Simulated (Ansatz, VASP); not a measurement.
**TePb: VASP beside Ansatz**

```
CELL_PARAMETERS angstrom
4.64367 0.00000 0.00000
0.00000 4.64367 0.00000
0.00000 0.00000 25.85070
ATOMIC_POSITIONS crystal
Pb 0.00000 0.00000 0.30947
Pb 0.50000 0.50000 0.43649
Pb 0.00000 0.00000 0.56351
Pb 0.50000 0.50000 0.69053
Te 0.50000 0.50000 0.30947
Te 0.00000 0.00000 0.43649
Te 0.50000 0.50000 0.56351
Te 0.00000 0.00000 0.69053
```

Alike in both runs: task single point; functional PBE; k mesh 6 × 6 × 1; occupations fermi-dirac, width 0.02 eV; no spin polarisation.

|  | VASP | Ansatz |
| --- | --- | --- |
| version | VASP 6.6.1 | Ansatz 0.2.0 |
| potentials or method | VASP PAW PBE potentials, release 64 (Pb_d, Te) | PAW with Ansatz's default frozen-core files, scalar-relativistic |
| plane-wave cutoff (eV) | 520 | 420 |
| valence electrons in the cell | 80 | 120 |

|  | VASP | Ansatz | Ansatz less VASP |
| --- | --- | --- | --- |
| gap on the k mesh at the Fermi level (eV) | 1.19 | 1.19 | -0.001 |
| rms of the force components (eV/Å) | 0.191 | 0.191 | +0.0007 |

VASP's potentials hold 80 valence electrons a cell and Ansatz's 120, so a difference there can come from the potentials and not from the codes.

Spin-orbit coupling is off throughout.
